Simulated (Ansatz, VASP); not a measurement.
# Two plane-wave programs on HBr

INCAR

```
PREC = Accurate
ENCUT = 520
EDIFF = 1E-7
ISMEAR = 0
SIGMA = 0.15
LREAL = F
LASPH = T
NELM = 60
ALGO = Normal
ISIF = 2
LWAVE = F
LCHARG = F
GGA = CA
NBANDS = 11
```

KPOINTS

```
regular mesh
0
Gamma
  14 14 14
```

The input POSCAR:

```
HBr
1.0
    0.0000000000      2.8200000000      3.0315000000
    2.7775000000      0.0000000000      3.0315000000
    2.7775000000      2.8200000000      0.0000000000
H Br
1 1
Direct
    0.0000000000      0.0000000000      0.0000000000
    0.5000000000      0.5000000000      0.5000000000
```

Input for Ansatz:

```yaml
crystal:
  lattice:
    - [0.0, 2.82, 3.0315]
    - [2.7775, 0.0, 3.0315]
    - [2.7775, 2.82, 0.0]
  atoms:
    - { symbol: H, position: [0.0, 0.0, 0.0] }
    - { symbol: Br, position: [0.5, 0.5, 0.5] }
basis:
  ecutwfc: 420
kpoints:
  mp_grid: { grid: [14, 14, 14] }
hamiltonian:
  xc: lda
scf:
  occupations: { method: gaussian, width: 0.15 }
output:
  forces: true
  stress: true
  eigenvalues: true
```

Alike in both runs: task single point; functional LDA; k mesh 14 × 14 × 14; occupations gaussian, width 0.15 eV; no spin polarisation.

|  | VASP | Ansatz |
| --- | --- | --- |
| version | VASP 6.6.1 | Ansatz 0.2.0 |
| potentials or method | VASP PAW LDA potentials, release 64 (H, Br), cutoff 520 eV | scalar-relativistic, plane waves, PAW |
| valence electrons in the cell | 8 | 8 |

VASP gave:

- gap on the k mesh at the Fermi level (eV): none
- pressure (GPa): -9.3
- traceless stress, the component that is largest in VASP (GPa): 3.16

Question: Estimate Ansatz's values.

Answer: gap on the k mesh at the Fermi level (eV): none; pressure (GPa): -9.3; traceless stress, the component that is largest in VASP (GPa): 3.17.

LDA's correlation is that of Perdew and Zunger in VASP and of Perdew and Wang (1992) in Ansatz. A gap of «none» marks a metal or a gap that the smearing closes.
